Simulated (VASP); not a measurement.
A run of VASP 6.6.1 is set up as follows.

File INCAR:

```
SYSTEM = MoS
ALGO     = Normal         ! electronic algorithm
EDIFF    = 1E-6           ! SCF threshold, eV
ENCUT    = 520            ! plane-wave cutoff, eV
GGA      = PS             ! functional
ISIF     = 2              ! what is computed and relaxed
ISMEAR   = 0              ! smearing method
LASPH    = .True.         ! aspherical terms in the spheres
LCHARG   = .False.        ! write CHGCAR
LREAL    = .False.        ! projectors in reciprocal space
LWAVE    = .False.        ! write WAVECAR
NBANDS   = 28             ! bands
NELM     = 60             ! most SCF steps
PREC     = Accurate       ! precision mode
SIGMA    = 0.05           ! smearing width, eV
```

The input KPOINTS:

```
k-points
0
Gamma
  9 9 1
  0 0 0
```

Contents of POSCAR:

```
MoS
1.0
    3.1431208273      0.0000000000      0.0000000000
   -1.5715604137      2.7220224836      0.0000000000
    0.0000000000      0.0000000000     21.2832906737
Mo S
2 2
Direct
    0.6666666667      0.3333333333      0.3523891167
    0.3333333333      0.6666666667      0.6476108833
    0.3333333333      0.6666666667      0.4255867827
    0.0000000000      0.0000000000      0.5743881339
```

Potentials or basis: VASP PAW PBE potentials, release 64 (Mo_sv, S).

Run with:

```sh
$ cat potpaw_PBE.64/Mo_sv/POTCAR potpaw_PBE.64/S/POTCAR > POTCAR
$ mpirun -np 1 vasp_std > vasp.out
```

(1) Predict the band gap on the k mesh.

(2) Estimate the largest force.

Results:

(1) zero (band 20 reaches 0.72 eV, above the bottom of band 21 at 0.61 eV).

(2) 1.212 eV/Å.

Caveat: the PAW data sets were made with another functional, which shifts forces and pressure a little.
